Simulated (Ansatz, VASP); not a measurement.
## One calculation of La, two programs

```
La
1.0
     3.75000    0.00000    0.00000
    -1.87500    3.24760    0.00000
     0.00000    0.00000    6.07000
La
2
Direct
  0.33333 0.66667 0.25000
  0.66667 0.33333 0.75000
```

Alike in both runs: task electric field gradients; functional r2SCAN; k mesh 11 × 11 × 6; occupations fermi-dirac, width 0.05 eV; no spin polarisation.

|  | VASP | Ansatz |
| --- | --- | --- |
| version | VASP 6.6.1 | Ansatz 0.2.0 |
| potentials or method | VASP PAW PBE potentials, release 64 (La) | PAW with Ansatz's default frozen-core files, scalar-relativistic |
| plane-wave cutoff (eV) | 520 | 500 |
| valence electrons in the cell | 22 | 22 |

Ansatz gave:

```
pressure (GPa)                                                : 0.6
traceless stress, the component that is largest in VASP (GPa) : -0.51
size of Vzz on the site where it differs most (V/Å²)          : 16.2
```

Problem. What did VASP give for the same quantities?

Solution. Pressure (GPa): 0.7; traceless stress, the component that is largest in VASP (GPa): -0.53; size of Vzz on the site where it differs most (V/Å²): 17.1.

VASP's potentials were made for PBE, not for r2SCAN.

Neither program's run includes spin-orbit coupling.
